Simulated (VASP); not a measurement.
Here is a VASP 6.6.1 calculation.

INCAR

```
PREC = Accurate
ENCUT = 650
EDIFF = 1E-7
ISMEAR = -1
SIGMA = 0.01
LREAL = False
LASPH = True
NELM = 200
ALGO = Normal
ISIF = 2
LWAVE = False
LCHARG = False
ISPIN = 2
MAGMOM = 0 0 0 0 0 0 0 0 0 0 0 0 0 0 0 0 0 0 0.5 0 0.5 0.5 0.5
LORBIT = 11
GGA = PE
IBRION = 2
NSW = 60
EDIFFG = -0.03
GGA_COMPAT = False
NELMIN = 4
KPAR = 4
```

KPOINTS

```
regular mesh
0
Gamma
  3 3 3
```

POSCAR

```
Li15S8
1.0
    0.0000000000      5.6703356858      5.6703356858
    5.6703356858      0.0000000000      5.6703356858
    5.6703356858      5.6703356858      0.0000000000
Li S
15 8
Direct
    0.3750000000      0.3750000000      0.8750000000
    0.3750000000      0.8750000000      0.3750000000
    0.3750000000      0.8750000000      0.8750000000
    0.8750000000      0.3750000000      0.3750000000
    0.8750000000      0.3750000000      0.8750000000
    0.8750000000      0.8750000000      0.3750000000
    0.8750000000      0.8750000000      0.8750000000
    0.1250000000      0.1250000000      0.1250000000
    0.1250000000      0.1250000000      0.6250000000
    0.1250000000      0.6250000000      0.1250000000
    0.1250000000      0.6250000000      0.6250000000
    0.6250000000      0.1250000000      0.1250000000
    0.6250000000      0.1250000000      0.6250000000
    0.6250000000      0.6250000000      0.1250000000
    0.6250000000      0.6250000000      0.6250000000
    0.0000000000      0.0000000000      0.0000000000
    0.0000000000      0.0000000000      0.5000000000
    0.0000000000      0.5000000000      0.0000000000
    0.0000000000      0.5000000000      0.5000000000
    0.5000000000      0.0000000000      0.0000000000
    0.5000000000      0.0000000000      0.5000000000
    0.5000000000      0.5000000000      0.0000000000
    0.5000000000      0.5000000000      0.5000000000
```

Potentials or basis: VASP PAW PBE potentials, release 64 (Li_sv, S).

Run with:

```bash
$ cat potpaw_PBE.64/Li_sv/POTCAR potpaw_PBE.64/S/POTCAR > POTCAR
$ mpirun -np 4 vasp_std > vasp.out
```

(1) What does it give for the site moments?

(2) What does it give for the energy gained by relaxing?

(3) What does it give for the net moment?

Answers

(1) Li -0.00, +0.00 (each value once); S +0.03, +0.09 (each value once) μB.

(2) 4.9 meV/atom.

(3) 0.77 μB per cell.

Caveat: the cell differs from its parent crystal (atoms taken out).
